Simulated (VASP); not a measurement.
# RbZnBr3 (P4/mmm) in VASP: notebook

Runs on RbZnBr3. Level: r2SCAN. Tasks: single point.

Program: VASP 6.6.1. These are calculated values, not measurements. Logs are shortened: lines on timing, memory, paths and dates and some standing lists are left out, and cuts for length are marked.

**1. The cell of the first run**

The structure is tetragonal, space group P4/mmm (No. 123). The conventional cell has a = 5.249 Å, b = 5.249 Å, c = 5.144 Å, α = 90.00°, β = 90.00°, γ = 90.00°. Rb (site symmetry 4/mmm) has 12 Br at 3.67 to 3.71 Å and 8 Zn at 4.52 Å within 4.8 Å. Within 3.4 Å of Zn (site symmetry 4/mmm) lie 6 Br at 2.57 to 2.62 Å. Within 3.5 Å of Br (site symmetry mmm) lie 2 Zn at 2.62 Å. Within 3.4 Å of Br (site symmetry 4/mmm) lie 2 Zn at 2.57 Å.

**2. Single point, r2SCAN (uniaxial x strain -2.0%)**

POSCAR reads:

```
RbZnBr3
1.0
    5.1436501274      0.0000000000      0.0000000000
    0.0000000000      5.2486225789      0.0000000000
    0.0000000000      0.0000000000      5.2486225789
Rb Zn Br
1 1 3
Direct
    0.0000000000      0.0000000000      0.0000000000
    0.5000000000      0.5000000000      0.5000000000
    0.5000000000      0.5000000000      0.0000000000
    0.5000000000      0.0000000000      0.5000000000
    0.0000000000      0.5000000000      0.5000000000
```

INCAR.step1 reads:

```
PREC     = Accurate       # precision mode
ENCUT    = 520            # plane-wave cutoff, eV
ISMEAR   = 0              # smearing method
SIGMA    = 0.01           # smearing width, eV
LREAL    = F              # projectors in reciprocal space
LASPH    = T              # aspherical terms in the spheres
NELM     = 80             # most SCF steps
NBANDS   = 29             # bands
GGA      = PE             # functional
ALGO     = Normal         # electronic algorithm
EDIFF    = 1E-4           # SCF threshold, eV
LWAVE    = T              # write WAVECAR
LCHARG   = F              # write CHGCAR
```

INCAR.step2 reads:

```
PREC     = Accurate       # precision mode
ENCUT    = 520            # plane-wave cutoff, eV
EDIFF    = 1E-7           # SCF threshold, eV
ISMEAR   = 0              # smearing method
SIGMA    = 0.01           # smearing width, eV
LREAL    = F              # projectors in reciprocal space
LASPH    = T              # aspherical terms in the spheres
NELM     = 80             # most SCF steps
ALGO     = Normal         # electronic algorithm
ISIF     = 2              # what is computed and relaxed
LWAVE    = F              # write WAVECAR
LCHARG   = T              # write CHGCAR
METAGGA  = R2SCAN         # meta-GGA
LMIXTAU  = T            
LELF     = T              # ELF
LVHAR    = T            
NBANDS   = 29             # bands
ISTART   = 1
```

KPOINTS reads:

```
Automatic mesh
0
Gamma
  6 6 6
```

Potentials or basis: VASP PAW PBE potentials, release 64 (Rb_sv, Zn, Br).

Command:

```bash
$ cat potpaw_PBE.64/Rb_sv/POTCAR potpaw_PBE.64/Zn/POTCAR potpaw_PBE.64/Br/POTCAR > POTCAR
$ cp INCAR.step1 INCAR
$ mpirun -np 1 vasp_std > vasp.out
$ cp INCAR.step2 INCAR
$ mpirun -np 1 vasp_std > vasp.out
```

OUTCAR:

```text
PREC = Accurate
   ENCUT = 520
   EDIFF = 1E-7
   ISMEAR = 0
   LREAL = F
   LASPH = T
   NELM = 80
   ISIF = 2
   METAGGA = R2SCAN
   ISTART = 1

 ion  position               nearest neighbor table
   1  0.000  0.000  0.000-   3 3.67   4 3.67   4 3.67   3 3.67   3 3.67   4 3.67   4 3.67   3 3.67
                             5 3.71   5 3.71   5 3.71   5 3.71
   2  0.500  0.500  0.500-   5 2.57   5 2.57   3 2.62   3 2.62   4 2.62   4 2.62
   3  0.500  0.500  0.000-   2 2.62   2 2.62   1 3.67   1 3.67   1 3.67   1 3.67
   4  0.500  0.000  0.500-   2 2.62   2 2.62   1 3.67   1 3.67   1 3.67   1 3.67
   5  0.000  0.500  0.500-   2 2.57   2 2.57   1 3.71   1 3.71   1 3.71   1 3.71

  LATTYP: Found a simple tetragonal cell.
 ALAT       =     5.2486225789
 C/A-ratio  =     0.9800000000

  Lattice vectors:

 A1 = (   0.0000000000,   5.2486225789,   0.0000000000)
 A2 = (   0.0000000000,   0.0000000000,   5.2486225789)
 A3 = (   5.1436501274,   0.0000000000,   0.0000000000)

Analysis of symmetry for initial positions (statically):
=====================================================================
 Subroutine PRICEL returns:
 Original cell was already a primitive cell.

 Routine SETGRP: Setting up the symmetry group for a
 simple tetragonal supercell.

 Subroutine GETGRP returns: Found 16 space group operations
 (whereof 16 operations were pure point group operations)
 out of a pool of 16 trial point group operations.

The static configuration has the point symmetry D_4h.

Analysis of symmetry for dynamics (positions and initial velocities):
=====================================================================
 Subroutine PRICEL returns:
 Original cell was already a primitive cell.

 Routine SETGRP: Setting up the symmetry group for a
 simple tetragonal supercell.

 Subroutine GETGRP returns: Found 16 space group operations
 (whereof 16 operations were pure point group operations)
 out of a pool of 16 trial point group operations.

The dynamic configuration has the point symmetry D_4h.

 Subroutine INISYM returns: Found 16 space group operations
 (whereof 16 operations are pure point group operations),
 and found     1 'primitive' translations

----------------------------------------------------------------------------------------

                                     Primitive cell

  volume of cell :     141.6975

  direct lattice vectors                    reciprocal lattice vectors
     5.143650127  0.000000000  0.000000000     0.194414467  0.000000000  0.000000000
     0.000000000  5.248622579  0.000000000     0.000000000  0.190526178  0.000000000
     0.000000000  0.000000000  5.248622579     0.000000000  0.000000000  0.190526178

  length of vectors
     5.143650127  5.248622579  5.248622579     0.194414467  0.190526178  0.190526178

  position of ions in fractional coordinates (direct lattice)
     0.000000000  0.000000000  0.000000000
     0.500000000  0.500000000  0.500000000
     0.500000000  0.500000000  0.000000000
     0.500000000  0.000000000  0.500000000
     0.000000000  0.500000000  0.500000000

  ion indices of the primitive-cell ions
   primitive index   ion index
                 1           1
                 2           2
                 3           3
                 4           4
                 5           5

----------------------------------------------------------------------------------------

 KPOINTS: Automatic mesh

Automatic generation of k-mesh.
 Grid dimensions read from file:
 generate k-points for:    6    6    6

 Generating k-lattice:

  Cartesian coordinates                     Fractional coordinates (reciprocal lattice)
     0.032402411  0.000000000  0.000000000     0.166666667  0.000000000  0.000000000
     0.000000000  0.031754363  0.000000000     0.000000000  0.166666667  0.000000000
     0.000000000  0.000000000  0.031754363     0.000000000  0.000000000  0.166666667

  Length of vectors
     0.032402411  0.031754363  0.031754363

  Shift w.r.t. Gamma in fractional coordinates (k-lattice)
     0.000000000  0.000000000  0.000000000

 Subroutine IBZKPT returns following result:
 ===========================================

 Found     40 irreducible k-points:

 Following reciprocal coordinates:
            Coordinates               Weight
  0.000000  0.000000  0.000000      1.000000
  0.166667  0.000000  0.000000      2.000000
  0.333333  0.000000  0.000000      2.000000
  0.500000  0.000000  0.000000      1.000000
  0.000000  0.166667  0.000000      4.000000
  0.166667  0.166667  0.000000      8.000000
[... 16 lines left out ...]
  0.333333  0.333333  0.166667     16.000000
  0.500000  0.333333  0.166667      8.000000
 [... further k-points ...]
   k-points           NKPTS =     40   k-points in BZ     NKDIM =     40   number of bands    NBANDS=     29
   number of dos      NEDOS =    301   number of ions     NIONS =      5
   total plane-waves  NPLWV =  64000
   dimension x,y,z NGX =    40 NGY =   40 NGZ =   40
   dimension x,y,z NGXF=    80 NGYF=   80 NGZF=   80
   ions per type =               1   1   3
   NGX,Y,Z   is equivalent  to a cutoff of  12.93, 12.67, 12.67 a.u.
   NGXF,Y,Z  is equivalent  to a cutoff of  25.86, 25.34, 25.34 a.u.
 SYSTEM =  unknown system
   PREC   = accura    normal or accurate (medium, high low for compatibility)
   ISTART =      1    job   : 0-new  1-cont  2-samecut
   ICHARG =      0    charge: 1-file 2-atom 10-const
   ISPIN  =      1    spin polarized calculation?
   LNONCOLLINEAR =      F non collinear calculations
   LSORBIT =      F    spin-orbit coupling
   LASPH  =      T    aspherical Exc in radial PAW
   ENCUT  =  520.0 eV  38.22 Ry    6.18 a.u.   9.56  9.76  9.76*2*pi/ulx,y,z
   NELM   =     80;   NELMIN=  2; NELMDL=  0     # of ELM steps
   EDIFF  = 0.1E-06   stopping-criterion for ELM
   LREAL  =      F    real-space projection
   EDIFFG = 0.1E-05   stopping-criterion for IOM
   NSW    =      0    number of steps for IOM
   IBRION =     -1    ionic relax: 0-MD 1-quasi-New 2-CG
   NFREE  =      0    steps in history (QN), initial steepest desc. (CG)
   ISIF   =      2    stress and relaxation
   ISYM   =      2    0-nonsym 1-usesym 2-fastsym
   POTIM  = 0.5000    time-step for ionic-motion
   TEBEG  =    0.0;   TEEND  =   0.0 temperature during run
   PSTRESS=    0.0 pullay stress
   NELECT =      42.0000    total number of electrons
   NUPDOWN=      -1.0000    fix difference up-down
   EMIN   =  10.00;   EMAX   =-10.00  energy-range for DOS
   EFERMI =   0.00;   METHOD = LEGACY
   ISMEAR =     0;   SIGMA  =   0.01  broadening in eV -4-tet -1-fermi 0-gaus
   EFERMI_NEDOS =   21; number of points for ismear=-14 and -15
   IALGO  =     38    algorithm
   IMIX   =      4    mixing-type and parameters
     AMIX     =   0.40;   BMIX     =  1.00
     AMIX_MAG =   1.60;   BMIX_MAG =  1.00
  volume/ion in A,a.u.               =      28.34       191.24
  Fermi-wavevector in a.u.,A,eV,Ry     =   1.091534  2.062700 16.210610  1.191446
  Thomas-Fermi vector in A             =   2.227781
   LORBIT       =      0    0 simple, 1 ext, 2 COOP (PROOUT), +10 PAW based schemes
   METAGGA = R2SCAN    functional components
   LHFCALC =     F    Hartree Fock is set to
   AEXX    =    0.0000 exact exchange contribution
   IVDW    =     0    specifies the selected vdW correction
   LEPSILON=     F    determine dielectric tensor
   LRPA    =     F    only Hartree local field effects (RPA)
 non-spin polarized calculation
 Gauss-broadening in eV      SIGMA  =   0.01
  energy-cutoff  :      520.00
  volume of cell :      141.70
 maximum number of plane-waves:      3840
 NGX is ok and might be reduce to    40
   NGX = 19   NGY = 19   NGZ = 19

 number of electron      41.9999985 magnetization

 Free energy of the ion-electron system (eV)
  ---------------------------------------------------
  ext. energy  EPLUGINS =         0.00000000
  ---------------------------------------------------
  free energy    TOTEN  =       -69.35983372 eV

  energy without entropy =      -69.35983372  energy(sigma->0) =      -69.35983372

 E-fermi :  -0.0565     XC(G=0):  -9.0776

 val. band max:       -0.1143993636   @ k =   0.5000   0.5000   0.5000
 cond. band min:       0.6882827312   @ k =   0.0000   0.0000   0.0000
 fundamental gap:      0.8026820948
 Fermi energy:        -0.0565414174

 k-point     1 :       0.0000    0.0000    0.0000
  band No.  band energies     occupation
      1     -25.8871      2.00000
      2     -14.6927      2.00000
      3     -13.7965      2.00000
      4     -13.7504      2.00000
      5      -9.4631      2.00000
      6      -9.4631      2.00000
[... 21 lines left out ...]
     28       7.3133      0.00000
     29      10.8301      0.00000

 k-point     2 :       0.1667    0.0000    0.0000
  band No.  band energies     occupation
      1     -25.8868      2.00000
      2     -14.6385      2.00000
      3     -13.8505      2.00000
      4     -13.7480      2.00000
      5      -9.4590      2.00000
      6      -9.4590      2.00000
[... 21 lines left out ...]
     28       7.6726      0.00000
     29      10.4261      0.00000

 k-point     3 :       0.3333    0.0000    0.0000
  band No.  band energies     occupation
      1     -25.8860      2.00000
      2     -14.4973      2.00000
      3     -13.9911      2.00000
      4     -13.7431      2.00000
      5      -9.4508      2.00000
      6      -9.4508      2.00000
[... 21 lines left out ...]
     28       8.6422      0.00000
     29       9.1752      0.00000

 k-point     4 :       0.5000    0.0000    0.0000
  band No.  band energies     occupation
      1     -25.8856      2.00000
      2     -14.3799      2.00000
      3     -14.1079      2.00000
      4     -13.7407      2.00000
      5      -9.4467      2.00000
      6      -9.4467      2.00000
[... 597 lines left out ...]
     28       8.9121      0.00000
     29       9.2131      0.00000

 k-point    23 :       0.3333    0.3333    0.1667
  band No.  band energies     occupation
      1     -25.8849      2.00000
      2     -14.3121      2.00000
      3     -13.9873      2.00000
      4     -13.8788      2.00000
      5      -9.4637      2.00000
      6      -9.4623      2.00000
[... 21 lines left out ...]
     28       8.6899      0.00000
     29       9.5541      0.00000

 k-point    24 :       0.5000    0.3333    0.1667
  band No.  band energies     occupation
      1     -25.8845      2.00000
      2     -14.1692      2.00000
      3     -14.1059      2.00000
      4     -13.8842      2.00000
      5      -9.4688      2.00000
      6      -9.4546      2.00000
[... 21 lines left out ...]
     28       8.8915      0.00000
     29       9.1173      0.00000

 [... further k-points ...]

------------------------ aborting loop because EDIFF is reached ----------------------------------------

  FORCE on cell =-STRESS in cart. coord.  units (eV):
  Direction    XX          YY          ZZ          XY          YZ          ZX
  --------------------------------------------------------------------------------------
  -------------------------------------------------------------------------------------
  Total        1.0975638      0.5001803      0.5001803      0.0000000      0.0000000      0.0000000
  in kB       12.4101848      5.6555530      5.6555530      0.0000000      0.0000000      0.0000000
  external PRESSURE =       7.9070969 kB  Pullay stress =       0.0000000 kB

 VOLUME and BASIS-vectors are now :
 -----------------------------------------------------------------------------
  energy-cutoff  :      520.00
  volume of cell :      141.70
      direct lattice vectors                 reciprocal lattice vectors
     5.143650127  0.000000000  0.000000000     0.194414467  0.000000000  0.000000000
     0.000000000  5.248622579  0.000000000     0.000000000  0.190526178  0.000000000
     0.000000000  0.000000000  5.248622579     0.000000000  0.000000000  0.190526178

 POSITION                                       TOTAL-FORCE (eV/Angst)
 -----------------------------------------------------------------------------------
      0.00000      0.00000      0.00000         0.000000      0.000000      0.000000
      2.57183      2.62431      2.62431         0.000000      0.000000      0.000000
      2.57183      2.62431      0.00000         0.000000      0.000000      0.000000
      2.57183      0.00000      2.62431         0.000000      0.000000      0.000000
      0.00000      2.62431      2.62431         0.000000      0.000000      0.000000
 -----------------------------------------------------------------------------------
    total drift:                               -0.000000      0.000000     -0.000000

  FREE ENERGIE OF THE ION-ELECTRON SYSTEM (eV)
  ---------------------------------------------------
  free  energy   TOTEN  =       -69.3598337248 eV

  energy  without entropy=      -69.3598337248  energy(sigma->0) =      -69.35983372
```

Run time: 3.8 min. Hardware: 1 thread of Intel Xeon 6975P-C (Granite Rapids), shared host; peak memory 0.36 GiB.

What came out:

| Property | Result |
| --- | --- |
| Free energy | -69.3598 eV |
| Pressure | 0.8 GPa |
| Band gap on the k mesh | 0.80 eV (least direct gap 1.31 eV) |

Caveat: the cell differs from its parent crystal (uniaxial x strain -2.0%); the PAW data sets were made with another functional, which shifts forces and pressure a little.

(Part 1 of 2 ends here.)
